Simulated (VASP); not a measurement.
A run of VASP 6.6.1:

Contents of INCAR:

```
  PREC = Accurate
  ENCUT = 520
  EDIFF = 1E-7
  ISMEAR = -1
  SIGMA = 0.1
  LREAL = False
  LASPH = True
  NELM = 60
  ALGO = Normal
  ISIF = 2
  LWAVE = False
  LCHARG = True
  GGA = PE
  LELF = True
  LVHAR = True
  NBANDS = 26
```

The input KPOINTS:

```
regular mesh
0
Gamma
  5 5 5
```

POSCAR

```
LiY3
1.0
    5.5152240000      0.0000000000      0.0000000000
    2.7576120000      4.7763240916      0.0000000000
    2.7576120000      1.5921080305      4.5031615391
Li Y
1 3
Direct
    0.0000000000      0.0000000000      0.0000000000
    0.2500000000      0.2500000000      0.2500000000
    0.7500000000      0.7500000000      0.7500000000
    0.5000000000      0.5000000000      0.5000000000
```

Potentials or basis: VASP PAW PBE potentials, release 64 (Li_sv, Y_sv).

Command:

```sh
$ cat potpaw_PBE.64/Li_sv/POTCAR potpaw_PBE.64/Y_sv/POTCAR > POTCAR
$ mpirun -np 1 vasp_std > vasp.out
```

Hardware: 1 thread of Intel(R) Xeon(R) 6975P-C (Granite Rapids), with other jobs on the host.

**Question.** How long does it take, and how much memory?

**Answer.** It took 30 s on 1 thread of Intel(R) Xeon(R) 6975P-C (Granite Rapids), on a shared host, peak memory 0.26 GiB. Counts: scf iterations 16, k points 10.
